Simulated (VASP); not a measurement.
# Pd (Im-3m) in VASP: elastic constants with PBEsol+D3(BJ)

Aim: the elastic constants of Pd with PBEsol+D3(BJ).

Everything below comes from runs of VASP 6.6.1. Logs are shortened: lines on timing, memory, paths and dates and some standing lists are left out, and cuts for length are marked.

## (1) The cell of the first run

It takes space group Im-3m (No. 229, cubic). Conventional cell: a = 3.060 Å, b = 3.060 Å, c = 3.060 Å, α = 90.00°, β = 90.00°, γ = 90.00°. Pd (site symmetry m-3m) has 14 Pd at 2.65 to 3.06 Å within 3.5 Å.

This isn't the form of Pd at room conditions, which is fcc.

## (2) Elastic constants, PBEsol+D3(BJ)

INCAR reads:

```
SYSTEM = Pd
PREC     = Accurate       ! precision mode
ENCUT    = 600            ! plane-wave cutoff, eV
EDIFF    = 1E-8           ! SCF threshold, eV
ISMEAR   = -1             ! smearing method
SIGMA    = 0.1            ! smearing width, eV
LREAL    = .False.        ! projectors in reciprocal space
LASPH    = .True.         ! aspherical terms in the spheres
NELM     = 80             ! most SCF steps
ALGO     = Normal         ! electronic algorithm
ISIF     = 3              ! what is computed and relaxed
LWAVE    = .False.        ! write WAVECAR
LCHARG   = .False.        ! write CHGCAR
GGA      = PS             ! functional
IVDW     = 12             ! dispersion correction
IBRION   = 6              ! ionic algorithm
NFREE    = 2            
POTIM    = 0.015          ! step
NSW      = 1              ! ionic steps
```

KPOINTS reads:

```
regular mesh
0
Gamma
  19 19 19
  0 0 0
```

POSCAR reads:

```
Pd
1.0
    2.6499496494     -0.0000000147     -0.0000000254
   -0.8833165360      2.4983964940     -0.0000000254
   -0.8833165360     -1.2491982103      2.1636748537
Pd
1
Direct
    0.0000000000      0.0000000000      0.0000000000
```

Potentials or basis: VASP PAW PBE potentials, release 64 (Pd).

Command:

```bash
> cat potpaw_PBE.64/Pd/POTCAR > POTCAR
> mpirun -np 1 vasp_std > vasp.out
```

OUTCAR:

```text
SYSTEM = Pd
   PREC = Accurate
   ENCUT = 600
   EDIFF = 1E-8
   ISMEAR = -1
   LREAL = .False.
   LASPH = .True.
   NELM = 80
   ISIF = 3
   GGA = PS
   IVDW = 12
   IBRION = 6
   NFREE = 2
   POTIM = 0.015
   NSW = 1
 IVDW          = 12

 ion  position               nearest neighbor table
   1  0.000  0.000  0.000-

  LATTYP: Found a body centered cubic cell.
 ALAT       =     3.0598982867

  Lattice vectors:

 A1 = (   2.6499496494,  -0.0000000147,  -0.0000000254)
 A2 = (  -0.8833165360,   2.4983964940,  -0.0000000254)
 A3 = (  -0.8833165360,  -1.2491982103,   2.1636748537)

Analysis of symmetry for initial positions (statically):
=====================================================================
 Subroutine PRICEL returns:
 Original cell was already a primitive cell.

 Routine SETGRP: Setting up the symmetry group for a
 body centered cubic supercell.

 Subroutine GETGRP returns: Found 48 space group operations
 (whereof 48 operations were pure point group operations)
 out of a pool of 48 trial point group operations.

The static configuration has the point symmetry O_h .

Analysis of symmetry for dynamics (positions and initial velocities):
=====================================================================
 Subroutine PRICEL returns:
 Original cell was already a primitive cell.

 Routine SETGRP: Setting up the symmetry group for a
 body centered cubic supercell.

 Subroutine GETGRP returns: Found 48 space group operations
 (whereof 48 operations were pure point group operations)
 out of a pool of 48 trial point group operations.

The dynamic configuration has the point symmetry O_h .

 Subroutine INISYM returns: Found 48 space group operations
 (whereof 48 operations are pure point group operations),
 and found     1 'primitive' translations

----------------------------------------------------------------------------------------

                                     Primitive cell

  volume of cell :      14.3249

[... 552 lines left out ...]

 number of electron       9.9999999 magnetization

------------------------ aborting loop because EDIFF is reached ----------------------------------------
[... 73 lines left out ...]
--------------------------------------- Ionic step       15  -------------------------------------------

 number of electron       9.9999999 magnetization

 Free energy of the ion-electron system (eV)
  ---------------------------------------------------
  ext. energy  EPLUGINS =         0.00000000
  ---------------------------------------------------
  free energy    TOTEN  =        -5.92081258 eV

  energy without entropy =       -5.88002873  energy(sigma->0) =       -5.90042065

 E-fermi :  10.1190     XC(G=0): -13.5571

 val. band max:       10.1169612720   @ k =  -0.2105   0.2632   0.1579
 cond. band min:      10.1192063023   @ k =  -0.2105   0.2105   0.2105
 fundamental gap:      0.0022450304
 Fermi energy:        10.1190436375

 k-point     1 :       0.0000    0.0000    0.0000
  band No.  band energies     occupation
      1       2.6601      2.00000
      2       7.0058      2.00000
      3       7.0058      2.00000
      4       7.0058      2.00000
      5       9.1189      1.99991
      6       9.1189      1.99991
      7      29.5013      0.00000
      8      29.5013      0.00000
      9      29.5013      0.00000
[... 308 lines left out ...]
  FREE ENERGIE OF THE ION-ELECTRON SYSTEM (eV)
  ---------------------------------------------------
  free  energy   TOTEN  =        -6.5617640941 eV

  energy  without entropy=       -6.5209802354  energy(sigma->0) =       -6.54137216

 INTERNAL STRAIN TENSORS FROM STRAINED CELLS
 ============================================

 INTERNAL STRAIN TENSOR FOR ION    1 for displacements in x,y,z  (eV/Angst):
          X           Y           Z          XY          YZ          ZX
  --------------------------------------------------------------------------------
  x    -0.00000    -0.00000     0.00000     0.00000     0.00000     0.00000
  y    -0.00000    -0.00000     0.00000     0.00000     0.00000     0.00000
  z     0.00000     0.00000     0.00000     0.00000     0.00000    -0.00000

 INTERNAL STRAIN TENSORS FROM DISPLACED ATOMS
 ============================================

 INTERNAL STRAIN TENSOR FOR ION    1 for displacements in x,y,z  (eV/Angst):
          X           Y           Z          XY          YZ          ZX
  --------------------------------------------------------------------------------
  x     0.00000     0.00000     0.00000     0.00000     0.00000     0.00000
  y     0.00000     0.00000     0.00000     0.00000     0.00000     0.00000
  z     0.00000     0.00000     0.00000     0.00000     0.00000     0.00000

 Eigenvectors and eigenvalues of the dynamical matrix
 ----------------------------------------------------

   1 f/i=    0.000000 THz     0.000000 2PiTHz    0.000000 cm-1     0.000000 meV
             X         Y         Z           dx          dy          dz
      0.000000  0.000000  0.000000     0.221733    0.944316   -0.243107

   2 f/i=    0.000000 THz     0.000000 2PiTHz    0.000000 cm-1     0.000000 meV
             X         Y         Z           dx          dy          dz
      0.000000  0.000000  0.000000    -0.318329   -0.165553   -0.933412

   3 f/i=    0.000000 THz     0.000000 2PiTHz    0.000000 cm-1     0.000000 meV
             X         Y         Z           dx          dy          dz
      0.000000  0.000000  0.000000    -0.921684    0.284356    0.263895

--------------------------------------------------------------------------------------------------------

 ELASTIC MODULI CONTR FROM IONIC RELAXATION (kBar)
 Direction    XX          YY          ZZ          XY          YZ          ZX
 --------------------------------------------------------------------------------
 XX           0.0000      0.0000      0.0000      0.0000      0.0000      0.0000
 YY           0.0000      0.0000      0.0000      0.0000      0.0000      0.0000
 ZZ           0.0000      0.0000      0.0000      0.0000      0.0000      0.0000
 XY           0.0000      0.0000      0.0000      0.0000      0.0000      0.0000
 YZ           0.0000      0.0000      0.0000      0.0000      0.0000      0.0000
 ZX           0.0000      0.0000      0.0000      0.0000      0.0000      0.0000
 --------------------------------------------------------------------------------

 TOTAL ELASTIC MODULI (kBar)
 Direction    XX          YY          ZZ          XY          YZ          ZX
 --------------------------------------------------------------------------------
 XX        3862.2705   1269.9127   1269.9128     -0.0000      0.0000     -0.0000
 YY        1269.9127   3361.0183   1771.1649   -708.8777      0.0000      0.0000
 ZZ        1269.9128   1771.1649   3361.0183    708.8777     -0.0000     -0.0000
 XY          -0.0000   -708.8777    708.8777    293.6745      0.0000      0.0000
 YZ           0.0000      0.0000     -0.0000      0.0000    794.9267    708.8777
 ZX          -0.0000      0.0000     -0.0000      0.0000    708.8777    293.6745
 --------------------------------------------------------------------------------
```

OSZICAR:

```text
N       E                     dE             d eps       ncg     rms          rms(c)
DAV:   1     0.423045724762E+02    0.42305E+02   -0.58647E+03  3984   0.119E+03
DAV:   2    -0.591052542985E+01   -0.48215E+02   -0.46992E+02  4197   0.207E+02
[... 155 lines left out ...]
DAV:   2    -0.592100187818E+01   -0.36496E-02   -0.37319E-02  4136   0.224E+00    0.803E-02
DAV:   3    -0.592080794359E+01    0.19393E-03   -0.12057E-03  4258   0.312E-01    0.526E-03
DAV:   4    -0.592081199896E+01   -0.40554E-05   -0.12355E-05  4717   0.369E-02    0.310E-03
DAV:   5    -0.592081240929E+01   -0.41034E-06   -0.19336E-07  4765   0.436E-03    0.147E-03
DAV:   6    -0.592081258563E+01   -0.17634E-06   -0.26895E-08  4332   0.126E-03    0.430E-05
DAV:   7    -0.592081258382E+01    0.18050E-08   -0.24232E-10  2171   0.187E-04
  15 F= -.65617641E+01 E0= -.65413722E+01  d E =-.407839E-01
```

stdout:

```text
POSCAR found type information on POSCAR Pd
 POSCAR found :  1 types and       1 ions
 scaLAPACK will be used
 -----------------------------------------------------------------------------
|                                                                             |
|                                                                             |
|     You enforced a specific xc type in the INCAR file but a different       |
|     I HOPE YOU KNOW WHAT YOU ARE DOING!                                     |
|                                                                             |
 -----------------------------------------------------------------------------

 LDA part: xc-table for (Slater+PW92), standard interpolation
 POSCAR, INCAR and KPOINTS ok, starting setup
 FFT: planning ... GRIDC
 FFT: planning ... GRID_SOFT
 FFT: planning ... GRID
 WAVECAR not read
 entering main loop
 Found     1 degrees of freedom:
 Adding 6 more for cell shape distortion
 Finite differences POTIM= 0.01500 DOF=   7
 bond charge predicted
 Finite differences progress:
 bond charge predicted
 Finite differences progress:
 bond charge predicted
 Finite differences progress:
 bond charge predicted
 Finite differences progress:
 bond charge predicted
 Finite differences progress:
 bond charge predicted
 Finite differences progress:
 bond charge predicted
 Finite differences progress:
 bond charge predicted
 Finite differences progress:
 bond charge predicted
 Finite differences progress:
 bond charge predicted
 Finite differences progress:
 bond charge predicted
 Finite differences progress:
 bond charge predicted
 Finite differences progress:
 bond charge predicted
 Finite differences progress:
 bond charge predicted
 Finite differences progress:
```

It took 21 min on 1 thread of AMD EPYC 9R45 (Zen 5), shared host; peak memory 1 GiB.

What came out:

* Voigt bulk modulus: 213 GPa
* Dispersion energy per atom: -0.641 eV

Elastic tensor in Voigt notation (GPa, in the Cartesian axes of the cell as first typed):
```
386 127 127   0   0   0
127 336 177   0   0 -71
127 177 336   0   0  71
  0   0   0  79  71   0
  0   0   0  71  29   0
  0 -71  71   0   0  29
```

Clamped-ion elastic tensor (GPa):
```
386 127 127   0   0   0
127 336 177   0   0 -71
127 177 336   0   0  71
  0   0   0  79  71   0
  0   0   0  71  29   0
  0 -71  71   0   0  29
```

Caveat: the cell is under stress, which shifts elastic constants; three body term missing; the elastic tensor has a negative eigenvalue, so either the cell is unstable as it stands or the mesh is too thin; the PAW data sets were made with another functional, which shifts forces and pressure a little.
